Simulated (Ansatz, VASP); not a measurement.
**Two plane-wave programs on BaF2**

```
CELL_PARAMETERS angstrom
0.00000 3.09716 3.09716
3.09716 0.00000 3.09716
3.09716 3.09716 0.00000
ATOMIC_POSITIONS crystal
Ba 0.00000 0.00000 0.00000
F 0.75000 0.75000 0.75000
F 0.25000 0.25000 0.25000
```

Alike in both runs: task single point; functional HSE06; k mesh 6 × 6 × 6; no spin polarisation.

|  | VASP | Ansatz |
| --- | --- | --- |
| version | VASP 6.6.1 | Ansatz 0.2.0 |
| potentials or method | VASP PAW PBE potentials, release 64 (Ba_sv, F) | plane waves, PAW |
| plane-wave cutoff (eV) | 520 | 420 |
| occupations | gaussian, width 0.01 eV | fixed |
| valence electrons in the cell | 24 | 24 |

|  | VASP | Ansatz | Ansatz less VASP |
| --- | --- | --- | --- |
| gap on the k mesh at the Fermi level (eV) | 8.72 | 8.79 | +0.074 |
| pressure (GPa) | 1.4 | 0.4 | -1.02 |

Ansatz's warnings: stress exchange threshold loose, stress scf threshold loose.

Neither program's run includes spin-orbit coupling.
